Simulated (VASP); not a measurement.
Crystal: TlCl.

```
CELL_PARAMETERS angstrom
3.79363 0.00000 0.00000
0.00000 3.79363 0.00000
0.00000 0.00000 3.79363
ATOMIC_POSITIONS crystal
Tl 0.00000 0.00000 0.00000
Cl 0.50000 0.50000 0.50000
```

Program: VASP 6.6.1. Alike in all runs: task single point; no spin polarisation; cell as given; k mesh 4 × 4 × 4; smearing gaussian 0.01 eV.

Question: Order these runs on this cell by their band gap on the k mesh, lowest first.
A. level HSE06; potentials or basis VASP PAW PBE potentials, release 64 (Tl_d, Cl); cutoff (eV) 400; grid for exact exchange (PRECFOCK) Normal; share of exact exchange 0.25; screening parameter 0.2079 1/Å
B. level r2SCAN; potentials or basis VASP PAW PBE potentials, release 64 (Tl_d, Cl); cutoff (eV) 550
C. level LDA; potentials or basis VASP PAW LDA potentials, release 64 (Tl_d, Cl); cutoff (eV) 500
D. level PBE; potentials or basis VASP PAW PBE potentials, release 64 (Tl_d, Cl); cutoff (eV) 500

Answer: C (1.76 eV), D (1.99 eV), B (2.42 eV), A (2.74 eV).

Caveats: spin-orbit coupling is left out, which moves the levels of the heavy elements.

A k mesh can miss the band edges.
